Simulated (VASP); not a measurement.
# Al (P6_222) in VASP: notebook

Runs on Al. Level: PBE. Tasks: single point, relaxation of cell and atoms.

Everything below comes from runs of VASP 6.6.1. Logs are shortened: lines on timing, memory, paths and dates and some standing lists are left out, and cuts for length are marked.

## Step 1: The cell of the first run

It takes space group P6_222 (No. 180, hexagonal). The conventional cell has a = 4.632 Å, b = 4.632 Å, c = 3.036 Å, α = 90.00°, β = 90.00°, γ = 120.00°. Al (site symmetry 222) has 10 Al at 2.53 to 3.08 Å within 3.3 Å.

## Step 2: Single point, PBE

The input, INCAR:

```
ALGO     = Normal         # electronic algorithm
EDIFF    = 1E-7           # SCF threshold, eV
ENCUT    = 520            # plane-wave cutoff, eV
GGA      = PE             # functional
ISIF     = 2              # what is computed and relaxed
ISMEAR   = 0              # smearing method
LASPH    = T              # aspherical terms in the spheres
LCHARG   = F              # write CHGCAR
LREAL    = F              # projectors in reciprocal space
LWAVE    = F              # write WAVECAR
NBANDS   = 12             # bands
NELM     = 100            # most SCF steps
PREC     = Accurate       # precision mode
SIGMA    = 0.1            # smearing width, eV
```

The input, KPOINTS:

```
k-points
0
Gamma
  6 6 6
```

The input, POSCAR:

```
Al
1.0
    4.6316180500      0.0000000000      0.0000000000
   -2.3158090300      4.0110988900      0.0000000000
    0.0000000000      0.0000000000      3.0364309500
Al
3
Direct
    0.5000000000      0.5000000000      0.3333333300
    0.5000000000      0.0000000000      0.0000000000
    0.0000000000      0.5000000000      0.6666666700
```

Potentials or basis: VASP PAW PBE potentials, release 64 (Al).

Launch:

```
cat potpaw_PBE.64/Al/POTCAR > POTCAR
mpirun -np 1 vasp_std > vasp.out
```

OUTCAR:

```text
EDIFF = 1E-7
   ENCUT = 520
   GGA = PE
   ISIF = 2
   ISMEAR = 0
   LASPH = T
   LREAL = F
   NELM = 100
   PREC = Accurate

 ion  position               nearest neighbor table
   1  0.500  0.500  0.333-   2 2.53   2 2.53   3 2.53   3 2.53   3 3.08   3 3.08   2 3.08   2 3.08

   2  0.500  0.000  0.000-   3 2.53   3 2.53   1 2.53   1 2.53   3 3.08   3 3.08   1 3.08   1 3.08

   3  0.000  0.500  0.667-   2 2.53   2 2.53   1 2.53   1 2.53   1 3.08   1 3.08   2 3.08   2 3.08

  LATTYP: Found a hexagonal cell.
 ALAT       =     4.6316180500
 C/A-ratio  =     0.6555875112

  Lattice vectors:

 A1 = (   4.6316180500,   0.0000000000,   0.0000000000)
 A2 = (  -2.3158090300,   4.0110988900,   0.0000000000)
 A3 = (   0.0000000000,   0.0000000000,   3.0364309500)

Analysis of symmetry for initial positions (statically):
=====================================================================
 Subroutine PRICEL returns:
 Original cell was already a primitive cell.

 Routine SETGRP: Setting up the symmetry group for a
 hexagonal supercell.

 Subroutine GETGRP returns: Found 12 space group operations
 (whereof  4 operations were pure point group operations)
 out of a pool of 24 trial point group operations.

The static configuration has the point symmetry D_2 .
 The point group associated with its full space group is D_6 .

Analysis of symmetry for dynamics (positions and initial velocities):
=====================================================================
 Subroutine PRICEL returns:
 Original cell was already a primitive cell.

 Routine SETGRP: Setting up the symmetry group for a
 hexagonal supercell.

 Subroutine GETGRP returns: Found 12 space group operations
 (whereof  4 operations were pure point group operations)
 out of a pool of 24 trial point group operations.

The dynamic configuration has the point symmetry D_2 .
 The point group associated with its full space group is D_6 .

 Subroutine INISYM returns: Found 12 space group operations
 (whereof  4 operations are pure point group operations),
 and found     1 'primitive' translations

----------------------------------------------------------------------------------------

                                     Primitive cell

  volume of cell :      56.4104

  direct lattice vectors                    reciprocal lattice vectors
     4.631618050  0.000000000  0.000000000     0.215907268  0.124654120  0.000000000
    -2.315809030  4.011098890  0.000000000     0.000000000  0.249308239  0.000000000
     0.000000000  0.000000000  3.036430950     0.000000000  0.000000000  0.329334016

  length of vectors
     4.631618050  4.631618051  3.036430950     0.249308239  0.249308239  0.329334016

  position of ions in fractional coordinates (direct lattice)
     0.500000000  0.500000000  0.333333330
     0.500000000  0.000000000  0.000000000
     0.000000000  0.500000000  0.666666670

  ion indices of the primitive-cell ions
   primitive index   ion index
                 1           1
                 2           2
                 3           3

----------------------------------------------------------------------------------------

 KPOINTS: k-points

Automatic generation of k-mesh.
 Grid dimensions read from file:
 generate k-points for:    6    6    6

 Generating k-lattice:

  Cartesian coordinates                     Fractional coordinates (reciprocal lattice)
     0.035984545  0.020775687  0.000000000     0.166666667  0.000000000  0.000000000
     0.000000000  0.041551373  0.000000000     0.000000000  0.166666667  0.000000000
     0.000000000  0.000000000  0.054889003     0.000000000  0.000000000  0.166666667

  Length of vectors
     0.041551373  0.041551373  0.054889003

  Shift w.r.t. Gamma in fractional coordinates (k-lattice)
     0.000000000  0.000000000  0.000000000

 Subroutine IBZKPT returns following result:
 ===========================================

 Found     28 irreducible k-points:

 Following reciprocal coordinates:
            Coordinates               Weight
  0.000000  0.000000  0.000000      1.000000
  0.166667  0.000000  0.000000      6.000000
  0.333333  0.000000  0.000000      6.000000
  0.500000  0.000000  0.000000      3.000000
  0.166667  0.166667  0.000000      6.000000
  0.333333  0.166667  0.000000     12.000000
[... 16 lines left out ...]
  0.166667  0.000000  0.500000      6.000000
  0.333333  0.000000  0.500000      6.000000
 [... further k-points ...]
   k-points           NKPTS =     28   k-points in BZ     NKDIM =     28   number of bands    NBANDS=     12
   number of dos      NEDOS =    301   number of ions     NIONS =      3
   total plane-waves  NPLWV =  31104
   dimension x,y,z NGX =    36 NGY =   36 NGZ =   24
   dimension x,y,z NGXF=    72 NGYF=   72 NGZF=   48
   ions per type =               3
   NGX,Y,Z   is equivalent  to a cutoff of  12.92, 12.92, 13.14 a.u.
   NGXF,Y,Z  is equivalent  to a cutoff of  25.84, 25.84, 26.28 a.u.
 SYSTEM =  unknown system
   PREC   = accura    normal or accurate (medium, high low for compatibility)
   ISTART =      0    job   : 0-new  1-cont  2-samecut
   ICHARG =      2    charge: 1-file 2-atom 10-const
   ISPIN  =      1    spin polarized calculation?
   LNONCOLLINEAR =      F non collinear calculations
   LSORBIT =      F    spin-orbit coupling
   LASPH  =      T    aspherical Exc in radial PAW
   ENCUT  =  520.0 eV  38.22 Ry    6.18 a.u.   8.61  8.61  5.65*2*pi/ulx,y,z
   NELM   =    100;   NELMIN=  2; NELMDL= -5     # of ELM steps
   EDIFF  = 0.1E-06   stopping-criterion for ELM
   LREAL  =      F    real-space projection
   EDIFFG = 0.1E-05   stopping-criterion for IOM
   NSW    =      0    number of steps for IOM
   IBRION =     -1    ionic relax: 0-MD 1-quasi-New 2-CG
   NFREE  =      0    steps in history (QN), initial steepest desc. (CG)
   ISIF   =      2    stress and relaxation
   ISYM   =      2    0-nonsym 1-usesym 2-fastsym
   POTIM  = 0.5000    time-step for ionic-motion
   TEBEG  =    0.0;   TEEND  =   0.0 temperature during run
   PSTRESS=    0.0 pullay stress
   NELECT =       9.0000    total number of electrons
   NUPDOWN=      -1.0000    fix difference up-down
   EMIN   =  10.00;   EMAX   =-10.00  energy-range for DOS
   EFERMI =   0.00;   METHOD = LEGACY
   ISMEAR =     0;   SIGMA  =   0.10  broadening in eV -4-tet -1-fermi 0-gaus
   EFERMI_NEDOS =   21; number of points for ismear=-14 and -15
   IALGO  =     38    algorithm
   IMIX   =      4    mixing-type and parameters
     AMIX     =   0.40;   BMIX     =  1.00
     AMIX_MAG =   1.60;   BMIX_MAG =  1.00
  volume/ion in A,a.u.               =      18.80       126.89
  Fermi-wavevector in a.u.,A,eV,Ry     =   0.887910  1.677907 10.726628  0.788385
  Thomas-Fermi vector in A             =   2.009271
   LORBIT       =      0    0 simple, 1 ext, 2 COOP (PROOUT), +10 PAW based schemes
   GGA     = PE    functional components
   LHFCALC =     F    Hartree Fock is set to
   AEXX    =    0.0000 exact exchange contribution
   IVDW    =     0    specifies the selected vdW correction
   LEPSILON=     F    determine dielectric tensor
   LRPA    =     F    only Hartree local field effects (RPA)
 non-spin polarized calculation
 Gauss-broadening in eV      SIGMA  =   0.10
  energy-cutoff  :      520.00
  volume of cell :       56.41
 maximum number of plane-waves:      1530
 NGX is ok and might be reduce to    36
   NGX = 17   NGY = 17   NGZ = 11

 number of electron       9.0000000 magnetization

 Free energy of the ion-electron system (eV)
  ---------------------------------------------------
  ext. energy  EPLUGINS =         0.00000000
  ---------------------------------------------------
  free energy    TOTEN  =        -9.97715607 eV

  energy without entropy =       -9.97349343  energy(sigma->0) =       -9.97532475

 E-fermi :   6.4082     XC(G=0):  -9.5603

 val. band max:        6.3334251839   @ k =   0.5000   0.0000   0.5000
 cond. band min:       6.4504299204   @ k =   0.3333   0.0000   0.3333
 fundamental gap:      0.1170047366
 Fermi energy:         6.4082393120

 k-point     1 :       0.0000    0.0000    0.0000
  band No.  band energies     occupation
      1      -4.0772      2.00000
      2       2.6426      2.00000
      3       5.0041      2.00000
      4       5.0041      2.00000
      5       5.5043      2.00000
      6       5.5043      2.00000
      7       8.5254      0.00000
      8      11.0359      0.00000
      9      11.0359      0.00000
     10      17.1279      0.00000
     11      17.1279      0.00000
     12      18.1832      0.00000

 k-point     2 :       0.1667    0.0000    0.0000
  band No.  band energies     occupation
      1      -3.8462      2.00000
      2       1.5320      2.00000
      3       4.0405      2.00000
      4       4.2953      2.00000
      5       6.8476      0.00000
      6       6.9025      0.00000
      7       9.8830      0.00000
      8      11.2123      0.00000
      9      11.2160      0.00000
     10      16.0537      0.00000
     11      16.5166      0.00000
     12      18.2419      0.00000

 k-point     3 :       0.3333    0.0000    0.0000
  band No.  band energies     occupation
      1      -3.1828      2.00000
      2      -0.1888      2.00000
      3       3.3266      2.00000
      4       3.6320      2.00000
      5       8.8497      0.00000
      6       8.9290      0.00000
      7      11.6565      0.00000
      8      11.6998      0.00000
      9      12.7426      0.00000
     10      14.6355      0.00000
     11      14.9967      0.00000
     12      15.4684      0.00000
[... 286 lines left out ...]
 k-point    23 :       0.1667    0.0000    0.5000
  band No.  band energies     occupation
      1       0.0933      2.00000
      2       0.0971      2.00000
      3       5.1807      2.00000
      4       5.2240      2.00000
      5       7.1529      0.00000
      6       7.3994      0.00000
      7       8.3685      0.00000
      8       8.7238      0.00000
      9      10.1343      0.00000
     10      10.3709      0.00000
     11      11.5126      0.00000
     12      11.6776      0.00000

 k-point    24 :       0.3333    0.0000    0.5000
  band No.  band energies     occupation
      1       0.7280      2.00000
      2       0.7449      2.00000
      3       3.5919      2.00000
      4       3.6218      2.00000
      5       6.5503      0.04453
      6       6.7913      0.00000
      7       7.7584      0.00000
      8       8.0396      0.00000
      9      12.1075      0.00000
     10      12.3368      0.00000
     11      13.3920      0.00000
     12      13.5516      0.00000

 [... further k-points ...]

------------------------ aborting loop because EDIFF is reached ----------------------------------------

  FORCE on cell =-STRESS in cart. coord.  units (eV):
  Direction    XX          YY          ZZ          XY          YZ          ZX
  --------------------------------------------------------------------------------------
  -------------------------------------------------------------------------------------
  Total        4.5975486      4.5975486     -0.7791003     -0.0000000      0.0000000      0.0000000
  in kB      130.5802184    130.5802183    -22.1281171     -0.0000002      0.0000000      0.0000000
  external PRESSURE =      79.6774399 kB  Pullay stress =       0.0000000 kB

 VOLUME and BASIS-vectors are now :
 -----------------------------------------------------------------------------
  energy-cutoff  :      520.00
  volume of cell :       56.41
      direct lattice vectors                 reciprocal lattice vectors
     4.631618050  0.000000000  0.000000000     0.215907268  0.124654120  0.000000000
    -2.315809030  4.011098890  0.000000000     0.000000000  0.249308239  0.000000000
     0.000000000  0.000000000  3.036430950     0.000000000  0.000000000  0.329334016

 POSITION                                       TOTAL-FORCE (eV/Angst)
 -----------------------------------------------------------------------------------
      1.15790      2.00555      1.01214         0.000000      0.000000      0.000000
      2.31581      0.00000      0.00000        -0.000000      0.000000      0.000000
     -1.15790      2.00555      2.02429         0.000000      0.000000      0.000000
 -----------------------------------------------------------------------------------
    total drift:                                0.000000     -0.000000     -0.000000

  FREE ENERGIE OF THE ION-ELECTRON SYSTEM (eV)
  ---------------------------------------------------
  free  energy   TOTEN  =        -9.9771560729 eV

  energy  without entropy=       -9.9734934316  energy(sigma->0) =       -9.97532475
```

Run time: 6.2 s. Hardware: 1 thread of Intel Xeon 6975P-C (Granite Rapids), shared host; peak memory 0.17 GiB.

What came out:

```
Free energy : -9.9772 eV
Pressure    : 8.0 GPa
```

Levels at points of the mesh, in eV from the Fermi level:
```tsv
k point	band 1	band 2	band 3	band 4	band 5	band 6	band 7	band 8	band 9
(0.00, 0.00, 0.00)	-10.49	-3.77	-1.40	-1.40	-0.90	-0.90	2.12	4.63	4.63
(0.50, 0.00, 0.00)	-8.90	-7.69	-3.32	-3.01	3.90	4.08	5.41	6.04	6.31
(0.00, 0.00, 0.50)	-6.54	-6.54	-0.24	-0.24	1.19	1.72	2.45	2.45	3.02
(0.50, 0.00, 0.50)	-5.02	-4.98	-3.84	-3.84	-0.07	0.16	1.13	1.39	7.40
```

(Part 1 of 3 ends here.)
